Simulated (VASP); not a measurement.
Write the native input for VASP 6.6.1 that does the following.

- Task: single point
- Functional: PBE0
- Potentials or basis: VASP PAW PBE potentials, release 64 (Ga_d, N)
- Cutoff: 520 eV
- k mesh: 4 × 4 × 4
- Occupations: gaussian, width 0.01 eV
- Spin: no spin polarisation
- Dipole correction: no
- Grid for exact exchange (PRECFOCK): Normal
- Further INCAR settings: ALGO = Normal; EDIFF = 1e-06; NBANDS = 16
- Share of exact exchange: 0.25

Crystal: GaN.

```
Ga N
1.0
     0.00000    2.25350    2.25350
     2.25350    0.00000    2.25350
     2.25350    2.25350    0.00000
Ga N
1 1
Direct
  0.00000 0.00000 0.00000
  0.75000 0.75000 0.75000
```

One way to write it, as run:

POSCAR

```
GaN
1.0
    0.0000000000      2.2535000000      2.2535000000
    2.2535000000      0.0000000000      2.2535000000
    2.2535000000      2.2535000000      0.0000000000
Ga N
1 1
Direct
    0.0000000000      0.0000000000      0.0000000000
    0.7500000000      0.7500000000      0.7500000000
```

INCAR.step1

```
PREC = Accurate
ENCUT = 520
EDIFF = 1E-5
ISMEAR = 0
SIGMA = 0.01
LREAL = False
LASPH = True
NELM = 120
ALGO = Normal
ISIF = 2
LWAVE = True
GGA = PE
NBANDS = 16
GGA_COMPAT = False
```

INCAR.step2

```
PREC = Accurate
ENCUT = 520
EDIFF = 1E-6
ISMEAR = 0
SIGMA = 0.01
LREAL = False
LASPH = True
NELM = 120
ALGO = Normal
ISIF = 2
LWAVE = False
LCHARG = True
GGA = PE
LHFCALC = True
AEXX = 0.25
PRECFOCK = Normal
LELF = True
LVHAR = True
ISTART = 1
NBANDS = 16
GGA_COMPAT = False
```

KPOINTS

```
regular mesh
0
Gamma
  4 4 4
```

Potentials or basis: VASP PAW PBE potentials, release 64 (Ga_d, N).

Run with:

```sh
$ cat potpaw_PBE.64/Ga_d/POTCAR potpaw_PBE.64/N/POTCAR > POTCAR
$ cp INCAR.step1 INCAR
$ mpirun -np 1 vasp_std > vasp.out
$ cp INCAR.step2 INCAR
$ mpirun -np 1 vasp_std > vasp.out
```

It gave:

* Pressure: -1.5 GPa
* Band gap on the k mesh: 3.79 eV

Caveat: the k points lie up to 0.60 Å⁻¹ apart; the PAW data sets were made with another functional, which shifts forces and pressure a little.

It took 99 s on 1 thread of Intel(R) Xeon(R) 6975P-C (Granite Rapids), on a shared host, peak memory 0.14 GiB.
